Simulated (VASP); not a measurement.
# Si (Im-3m) in VASP: notebook, part 2 of 2

VASP 6.6.1. The steps go on from the part before.

## (4) Single point, PBEsol (volume scaled by 0.92)

INCAR

```
ALGO = Normal
EDIFF = 1E-7
ENCUT = 520
GGA = PS
ISIF = 2
ISMEAR = -1
LASPH = True
LCHARG = False
LREAL = False
LWAVE = False
NBANDS = 8
NELM = 100
PREC = Accurate
SIGMA = 0.1
```

KPOINTS

```
k-points
0
Gamma
  16 16 16
```

POSCAR

```
Si
1.0
   -1.4853433269      1.4853433269      1.4853433269
    1.4853433269     -1.4853433269      1.4853433269
    1.4853433269      1.4853433269     -1.4853433269
Si
1
Direct
    0.0000000000      0.0000000000      0.0000000000
```

Potentials or basis: VASP PAW PBE potentials, release 64 (Si).

The run is started by

```bash
cat potpaw_PBE.64/Si/POTCAR > POTCAR
mpirun -np 1 vasp_std > vasp.out
```

OUTCAR:

```text
EDIFF = 1E-7
   ENCUT = 520
   GGA = PS
   ISIF = 2
   ISMEAR = -1
   LASPH = True
   LREAL = False
   NELM = 100
   PREC = Accurate

 ion  position               nearest neighbor table
   1  0.000  0.000  0.000-

  LATTYP: Found a body centered cubic cell.
 ALAT       =     2.9706866538

  Lattice vectors:

 A1 = (  -1.4853433269,   1.4853433269,   1.4853433269)
 A2 = (   1.4853433269,  -1.4853433269,   1.4853433269)
 A3 = (   1.4853433269,   1.4853433269,  -1.4853433269)

Analysis of symmetry for initial positions (statically):
=====================================================================
 Subroutine PRICEL returns:
 Original cell was already a primitive cell.

 Routine SETGRP: Setting up the symmetry group for a
 body centered cubic supercell.

 Subroutine GETGRP returns: Found 48 space group operations
 (whereof 48 operations were pure point group operations)
 out of a pool of 48 trial point group operations.

The static configuration has the point symmetry O_h .

Analysis of symmetry for dynamics (positions and initial velocities):
=====================================================================
 Subroutine PRICEL returns:
 Original cell was already a primitive cell.

 Routine SETGRP: Setting up the symmetry group for a
 body centered cubic supercell.

 Subroutine GETGRP returns: Found 48 space group operations
 (whereof 48 operations were pure point group operations)
 out of a pool of 48 trial point group operations.

The dynamic configuration has the point symmetry O_h .

 Subroutine INISYM returns: Found 48 space group operations
 (whereof 48 operations are pure point group operations),
 and found     1 'primitive' translations

----------------------------------------------------------------------------------------

                                     Primitive cell

  volume of cell :      13.1081

[... 100 lines left out ...]
   EFERMI =   0.00;   METHOD = LEGACY
   ISMEAR =    -1;   SIGMA  =   0.10  broadening in eV -4-tet -1-fermi 0-gaus
   EFERMI_NEDOS =   21; number of points for ismear=-14 and -15
   IALGO  =     38    algorithm
   IMIX   =      4    mixing-type and parameters
     AMIX     =   0.40;   BMIX     =  1.00
     AMIX_MAG =   1.60;   BMIX_MAG =  1.00
  volume/ion in A,a.u.               =      13.11        88.46
  Fermi-wavevector in a.u.,A,eV,Ry     =   1.102168  2.082796 16.528022  1.214775
  Thomas-Fermi vector in A             =   2.238607
   LORBIT       =      0    0 simple, 1 ext, 2 COOP (PROOUT), +10 PAW based schemes
   GGA     = PS    functional components
   LHFCALC =     F    Hartree Fock is set to
   AEXX    =    0.0000 exact exchange contribution
   IVDW    =     0    specifies the selected vdW correction
   LEPSILON=     F    determine dielectric tensor
   LRPA    =     F    only Hartree local field effects (RPA)
 non-spin polarized calculation
  energy-cutoff  :      520.00
  volume of cell :       13.11
 maximum number of plane-waves:       370
   NGX =  9   NGY =  9   NGZ =  9

 number of electron       4.0000000 magnetization

 Free energy of the ion-electron system (eV)
  ---------------------------------------------------
  ext. energy  EPLUGINS =         0.00000000
  ---------------------------------------------------
  free energy    TOTEN  =        -5.32360338 eV

  energy without entropy =       -5.30654391  energy(sigma->0) =       -5.31507364

 E-fermi :  11.3366     XC(G=0): -11.6472

 val. band max:       11.3242081949   @ k =  -0.4375   0.5000   0.2500
 cond. band min:      11.3376307860   @ k =   0.2500   0.0625   0.0625
 fundamental gap:      0.0134225911
 Fermi energy:        11.3365578877

 k-point     1 :       0.0000    0.0000    0.0000
  band No.  band energies     occupation
      1      -3.9087      2.00000
      2      24.2213      0.00000
      3      24.2213      0.00000
      4      24.2213      0.00000
      5      24.3975      0.00000
      6      24.3975      0.00000
      7      24.3975      0.00000
      8      28.3002      0.00000
[... 243 lines left out ...]
 k-point    24 :       0.2500    0.1875    0.0000
  band No.  band energies     occupation
      1       0.8039      2.00000
      2      10.6168      1.99850
      3      12.5003      0.00002
      4      18.0092      0.00000
      5      24.1594      0.00000
      6      25.6949      0.00000
      7      29.7494      0.00000
      8      31.9745      0.00000

 [... further k-points ...]
[... 5 lines left out ...]
  --------------------------------------------------------------------------------------
  -------------------------------------------------------------------------------------
  Total        0.8653890      0.8653890      0.8653890      0.0000000      0.0000000     -0.0000000
  in kB      105.7746112    105.7746112    105.7746112      0.0000000      0.0000000     -0.0000000
  external PRESSURE =     105.7746112 kB  Pullay stress =       0.0000000 kB

 VOLUME and BASIS-vectors are now :
 -----------------------------------------------------------------------------
  energy-cutoff  :      520.00
  volume of cell :       13.11
      direct lattice vectors                 reciprocal lattice vectors
    -1.485343327  1.485343327  1.485343327     0.000000000  0.336622511  0.336622511
     1.485343327 -1.485343327  1.485343327     0.336622511  0.000000000  0.336622511
     1.485343327  1.485343327 -1.485343327     0.336622511  0.336622511  0.000000000

 POSITION                                       TOTAL-FORCE (eV/Angst)
 -----------------------------------------------------------------------------------
      0.00000      0.00000      0.00000         0.000000     -0.000000      0.000000
 -----------------------------------------------------------------------------------
    total drift:                                0.000000      0.000000      0.000000

  FREE ENERGIE OF THE ION-ELECTRON SYSTEM (eV)
  ---------------------------------------------------
  free  energy   TOTEN  =        -5.3236033795 eV

  energy  without entropy=       -5.3065439105  energy(sigma->0) =       -5.31507364
```

stdout:

```text
POSCAR found type information on POSCAR Si
 POSCAR found :  1 types and       1 ions
 scaLAPACK will be used
 -----------------------------------------------------------------------------
|                                                                             |
|                                                                             |
|     You enforced a specific xc type in the INCAR file but a different       |
|     I HOPE YOU KNOW WHAT YOU ARE DOING!                                     |
|                                                                             |
 -----------------------------------------------------------------------------

 LDA part: xc-table for (Slater+PW92), standard interpolation
 POSCAR, INCAR and KPOINTS ok, starting setup
 FFT: planning ... GRIDC
 FFT: planning ... GRID_SOFT
 FFT: planning ... GRID
 WAVECAR not read
 entering main loop
```

It took 9.4 s on 1 thread of Intel Xeon 8259CL, shared host; peak memory 0.12 GiB.

Results:

```yaml
Free_energy: -5.3236 eV
Pressure: 10.6 GPa
Band_gap_on_the_k_mesh: zero (band 2 reaches 24.22 eV, above the bottom of band 3 at 7.00 eV)
```

Levels at points of the mesh, in eV from the Fermi level:
| k point | band 1 | band 2 | band 3 | band 4 | band 5 |
| --- | --- | --- | --- | --- | --- |
| (0.00, 0.00, 0.00) | -15.25 | 12.88 | 12.88 | 12.88 | 13.06 |
| (0.50, 0.00, 0.00) | -7.18 | -7.14 | 6.17 | 7.69 | 8.85 |
| (0.50, 0.50, 0.50) | -0.51 | -0.51 | -0.51 | 1.96 | 1.96 |

Caveat: the PAW data sets were made with another functional, which shifts forces and pressure a little.

## (5) Single point, PBEsol (volume scaled by 0.96)

INCAR

```
PREC = Accurate ; ENCUT = 520
EDIFF = 1E-6 ; ISMEAR = -1
SIGMA = 0.1 ; LREAL = False
LASPH = True ; NELM = 60
ALGO = Normal ; ISIF = 2
LWAVE = False ; LCHARG = False
GGA = PS ; NBANDS = 8
```

KPOINTS

```
regular mesh
0
Gamma
  16 16 16
```

POSCAR

```
Si
1.0
   -1.5065653845      1.5065653845      1.5065653845
    1.5065653845     -1.5065653845      1.5065653845
    1.5065653845      1.5065653845     -1.5065653845
Si
1
Direct
    0.0000000000      0.0000000000      0.0000000000
```

Potentials or basis: VASP PAW PBE potentials, release 64 (Si).

The run is started by

```bash
cat potpaw_PBE.64/Si/POTCAR > POTCAR
mpirun -np 1 vasp_std > vasp.out
```

OUTCAR:

```text
PREC = Accurate
   ENCUT = 520
   EDIFF = 1E-6
   ISMEAR = -1
   LREAL = False
   LASPH = True
   NELM = 60
   ISIF = 2
   GGA = PS

 ion  position               nearest neighbor table
   1  0.000  0.000  0.000-

  LATTYP: Found a body centered cubic cell.
 ALAT       =     3.0131307690

  Lattice vectors:

 A1 = (  -1.5065653845,   1.5065653845,   1.5065653845)
 A2 = (   1.5065653845,  -1.5065653845,   1.5065653845)
 A3 = (   1.5065653845,   1.5065653845,  -1.5065653845)

Analysis of symmetry for initial positions (statically):
=====================================================================
 Subroutine PRICEL returns:
 Original cell was already a primitive cell.

 Routine SETGRP: Setting up the symmetry group for a
 body centered cubic supercell.

 Subroutine GETGRP returns: Found 48 space group operations
 (whereof 48 operations were pure point group operations)
 out of a pool of 48 trial point group operations.

The static configuration has the point symmetry O_h .
[... 157 lines left out ...]

 E-fermi :  10.7375     XC(G=0): -11.4736

 val. band max:       10.7261912085   @ k =  -0.4375   0.5000   0.2500
 cond. band min:      10.7384165709   @ k =   0.2500   0.0625   0.0625
 fundamental gap:      0.0122253625
 Fermi energy:        10.7374752033

 k-point     1 :       0.0000    0.0000    0.0000
  band No.  band energies     occupation
      1      -4.0913      2.00000
      2      23.0272      0.00000
      3      23.0272      0.00000
      4      23.0272      0.00000
      5      23.6051      0.00000
      6      23.6051      0.00000
      7      23.6051      0.00000
      8      27.4078      0.00000
[... 243 lines left out ...]
 k-point    24 :       0.2500    0.1875    0.0000
  band No.  band energies     occupation
      1       0.4904      2.00000
      2      10.0383      1.99816
      3      11.8684      0.00002
      4      17.2244      0.00000
      5      23.2048      0.00000
      6      24.7456      0.00000
      7      28.6904      0.00000
      8      30.8711      0.00000

 [... further k-points ...]

------------------------ aborting loop because EDIFF is reached ----------------------------------------

  FORCE on cell =-STRESS in cart. coord.  units (eV):
  Direction    XX          YY          ZZ          XY          YZ          ZX
  --------------------------------------------------------------------------------------
  -------------------------------------------------------------------------------------
  Total        0.4199252      0.4199252      0.4199252      0.0000000      0.0000000      0.0000000
  in kB       49.1879278     49.1879278     49.1879278      0.0000000      0.0000000      0.0000000
  external PRESSURE =      49.1879278 kB  Pullay stress =       0.0000000 kB

 VOLUME and BASIS-vectors are now :
 -----------------------------------------------------------------------------
  energy-cutoff  :      520.00
  volume of cell :       13.68
      direct lattice vectors                 reciprocal lattice vectors
    -1.506565384  1.506565384  1.506565384     0.000000000  0.331880717  0.331880717
     1.506565384 -1.506565384  1.506565384     0.331880717  0.000000000  0.331880717
     1.506565384  1.506565384 -1.506565384     0.331880717  0.331880717  0.000000000

 POSITION                                       TOTAL-FORCE (eV/Angst)
 -----------------------------------------------------------------------------------
      0.00000      0.00000      0.00000         0.000000      0.000000      0.000000
 -----------------------------------------------------------------------------------
    total drift:                                0.000000      0.000000     -0.000000

  FREE ENERGIE OF THE ION-ELECTRON SYSTEM (eV)
  ---------------------------------------------------
  free  energy   TOTEN  =        -5.3508483399 eV

  energy  without entropy=       -5.3335124009  energy(sigma->0) =       -5.34218037
```

It took 8.4 s on 1 thread of Intel Xeon 8259CL, shared host; peak memory 0.13 GiB.

Results:

- Free energy: -5.3508 eV
- Pressure: 4.9 GPa
- Band gap on the k mesh: zero (band 2 reaches 23.03 eV, above the bottom of band 3 at 6.44 eV)

Caveat: the PAW data sets were made with another functional, which shifts forces and pressure a little.

## (6) The runs side by side

```tsv
cell	k mesh	gap on the mesh (eV)	pressure (GPa)
a = 2.645 Å, angles 109.5°, 1 atom	14 × 14 × 14	none	0.1
a = 2.535 Å, angles 109.5°, 1 atom	16 × 16 × 16	none	17.6
a = 2.573 Å, angles 109.5°, 1 atom	16 × 16 × 16	none	10.6
a = 2.609 Å, angles 109.5°, 1 atom	16 × 16 × 16	none	4.9
```

Alike in all rows: task single point; level PBEsol; potentials or basis VASP PAW PBE potentials, release 64 (Si); no spin polarisation; cutoff (eV) 520; smearing fermi-dirac 0.1 eV.

Caveats: the PAW data sets were made with another functional, which shifts forces and pressure a little.

Total energies depend on the potentials used, so only differences within one code and one set of settings carry meaning.
